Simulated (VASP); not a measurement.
Se, 1 atom in the cell. The structure is tetragonal, space group P4/mmm (No. 123). The conventional cell has a = 3.094 Å, b = 3.094 Å, c = 2.501 Å, α = 90.00°, β = 90.00°, γ = 90.00°. Se (site symmetry 4/mmm) has 6 Se at 2.50 to 3.09 Å within 3.3 Å. The cell was built from a structure type or drawn by symmetry, and may not be a known phase.

- Program: VASP 6.6.1
- Task: single point
- Functional: PBE
- Potentials or basis: VASP PAW PBE potentials, release 64 (Se)
- Cutoff: 520 eV
- k mesh: 6 × 6 × 6
- Occupations: gaussian, width 0.1 eV
- Spin: no spin polarisation
- Dipole correction: no
- Further INCAR settings: ALGO = Normal; EDIFF = 1e-06; NBANDS = 9

Potentials or basis: VASP PAW PBE potentials, release 64 (Se).

Launch:

```bash
$ cat potpaw_PBE.64/Se/POTCAR > POTCAR
$ mpirun -np 1 vasp_std > vasp.out
```

Hardware: 1 thread of AMD EPYC 9R45 96-Core Processor (Zen 5) (shared host).

Problem. How long does it take, and how much memory?

Solution. Wall time 3.7 s on 1 thread of AMD EPYC 9R45 96-Core Processor (Zen 5) (shared host), peak memory 0.1 GiB. Counts: scf iterations 11, k points 40.
